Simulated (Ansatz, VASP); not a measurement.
## Two plane-wave programs on Ga

```
Ga
1.0
    -1.65041    1.65041    1.65041
     1.65041   -1.65041    1.65041
     1.65041    1.65041   -1.65041
Ga
1
Direct
  0.00000 0.00000 0.00000
```

Alike in both runs: functional PBEsol; k mesh 13 × 13 × 13; occupations fermi-dirac, width 0.1 eV; no spin polarisation.

Ansatz relaxed the structure, and its values are those at the end. VASP's run is a single point on that final structure, the one shown.

```csv
,VASP,Ansatz
version,VASP 6.6.1,Ansatz 0.2.0
potentials or method,"VASP PAW PBE potentials, release 64 (Ga_d), cutoff 500 eV","plane waves (420 eV) with PAW, scalar-relativistic"
valence electrons in the cell,13,13
```

```tsv
	VASP	Ansatz	Ansatz less VASP
pressure (GPa)	0.0	0.0	-0.02
```

VASP's potentials were made for PBE, not for PBEsol, and Ansatz warns of the same on its side.
